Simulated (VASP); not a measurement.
Wanted: the native input for a VASP 6.6.1 run.

* Task: single point
* Functional: PBEsol
* Dispersion: D3(BJ)
* Potentials or basis: VASP PAW PBE potentials, release 64 (P)
* Cutoff: 520 eV
* k mesh: 12 × 12 × 12
* Occupations: gaussian, width 0.15 eV
* Spin: no spin polarisation
* Dipole correction: no
* Further INCAR settings: ALGO = Normal; EDIFF = 1e-07; NBANDS = 8

The structure of P lies in POSCAR:

```
P
1.0
    4.6028472260      0.0000000000      0.0000000000
    0.0000000000      4.6028472260      0.0000000000
    0.0000000000      0.0000000000      3.7728460292
P
1
Direct
    0.0000000000      0.0000000000      0.0000000000
```

This cell differs from its parent crystal: ratio of the length along z to the lengths across it x 0.8, volume and fractional coordinates fixed.

One way to write it, as run:

INCAR

```
ALGO = Normal ; EDIFF = 1E-7
ENCUT = 520 ; GGA = PS
ISIF = 2 ; ISMEAR = 0
IVDW = 12 ; LASPH = True
LCHARG = False ; LREAL = False
LWAVE = False ; NBANDS = 8
NELM = 60 ; PREC = Accurate
SIGMA = 0.15
```

KPOINTS

```
k-points
0
Gamma
  12 12 12
```

Potentials or basis: VASP PAW PBE potentials, release 64 (P).

The run is started by

```bash
$ cat potpaw_PBE.64/P/POTCAR > POTCAR
$ mpirun -np 1 vasp_std > vasp.out
```

It gave:

| Item | Value |
| --- | --- |
| Pressure | -4.1 GPa |
| Band gap on the k mesh | zero (an odd number of electrons rules out a gap without spin polarisation) |
| Dispersion energy per atom | -0.080 eV |

Caveat: the cell stands under tension; the PAW data sets were made with another functional, which shifts forces and pressure a little.

It took 110 s on 1 thread of Intel Xeon 8259CL, with other jobs on the host, peak memory 0.26 GiB.
